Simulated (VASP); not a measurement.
Hf:

```
CELL_PARAMETERS angstrom
0.00000 2.20510 2.20510
2.20510 0.00000 2.20510
2.20510 2.20510 0.00000
ATOMIC_POSITIONS crystal
Hf 0.00000 0.00000 0.00000
```

This cell differs from its parent crystal: volume scaled by 0.98.

Base run:

* Program: VASP 6.6.1
* Functional: LDA
* Potentials or basis: VASP PAW LDA potentials, release 64 (Hf_pv)
* Cutoff: 520 eV
* k mesh: 10 × 10 × 10
* Occupations: fermi-dirac, width 0.05 eV
* Spin: no spin polarisation

Its results: band gap on the k mesh zero (band 5 reaches 6.26 eV, above the bottom of band 6 at 4.52 eV); pressure -3.6 GPa.

Task: The run is repeated on the same cell with these changes: functional from LDA to PBEsol; potentials or basis from VASP PAW LDA potentials, release 64 (Hf_pv) to VASP PAW PBE potentials, release 64 (Hf_pv). What comes out?

Result: Band gap on the k mesh zero (band 5 reaches 6.29 eV, above the bottom of band 6 at 4.48 eV); pressure 0.1 GPa.

Caveats: spin-orbit coupling is left out, which moves the levels of the heavy elements; the PAW data sets were made with another functional, which shifts forces and pressure a little (some runs).
